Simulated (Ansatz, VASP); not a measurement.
**AlN in VASP and in Ansatz**

The input INCAR:

```
SYSTEM = AlN
AGGAC    = 1.0          
AGGAX    = 1.0          
ALDAC    = 0.0          
ALDAX    = 1.0          
ALGO     = Normal         ! electronic algorithm
EDIFF    = 1E-6           ! SCF threshold, eV
ENCUT    = 600            ! plane-wave cutoff, eV
GGA      = B5             ! functional
GGA_COMPAT= .FALSE.      
ISIF     = 2              ! what is computed and relaxed
ISMEAR   = 0              ! smearing method
LASPH    = .TRUE.         ! aspherical terms in the spheres
LCHARG   = .TRUE.         ! write CHGCAR
LELF     = .TRUE.         ! ELF
LREAL    = .FALSE.        ! projectors in reciprocal space
LVHAR    = .TRUE.       
LWAVE    = .FALSE.        ! write WAVECAR
NBANDS   = 16             ! bands
NELM     = 120            ! most SCF steps
PREC     = Accurate       ! precision mode
SIGMA    = 0.01           ! smearing width, eV
```

The input KPOINTS:

```
k-points
0
G
  12 12 4
  0 0 0
```

File POSCAR:

```
AlN
1.0
    3.1130000000      0.0000000000      0.0000000000
   -1.5565000000      2.6959370800      0.0000000000
    0.0000000000      0.0000000000      4.9810000000
Al N
2 2
Direct
    0.3333333300      0.6666666700      0.0000000000
    0.6666666700      0.3333333300      0.5000000000
    0.3333333300      0.6666666700      0.3800000000
    0.6666666700      0.3333333300      0.8800000000
```

Input for Ansatz:

```yaml
crystal:
  lattice:
    - [3.113, 0.0, 0.0]
    - [-1.5565, 2.69593708, 0.0]
    - [0.0, 0.0, 4.981]
  atoms:
    - { symbol: Al, position: [0.33333333, 0.66666667, 0.0] }
    - { symbol: Al, position: [0.66666667, 0.33333333, 0.5] }
    - { symbol: "N", position: [0.33333333, 0.66666667, 0.38] }
    - { symbol: "N", position: [0.66666667, 0.33333333, 0.88] }
basis:
  ecutwfc: 510.0
kpoints:
  mp_grid:
    grid: [12, 12, 4]
hamiltonian:
  xc: blyp
scf:
  convergence:
    dr2_threshold: 1.0e-10
  occupations:
    method: fixed
output:
  eigenvalues: true
```

Alike in both runs: task single point; functional BLYP; k mesh 12 × 12 × 4; no spin polarisation.

```csv
,VASP,Ansatz
version,VASP 6.6.1,Ansatz 0.2.0
potentials or method,"VASP PAW PBE potentials, release 64 (Al, N), cutoff 600 eV","plane waves, PAW"
occupations,"gaussian, width 0.01 eV",fixed
valence electrons in the cell,16,16
```

|  | VASP | Ansatz | Ansatz less VASP |
| --- | --- | --- | --- |
| gap on the k mesh at the Fermi level (eV) | 4.50 | 4.51 | +0.008 |

VASP's potentials were made for PBE, not for BLYP.
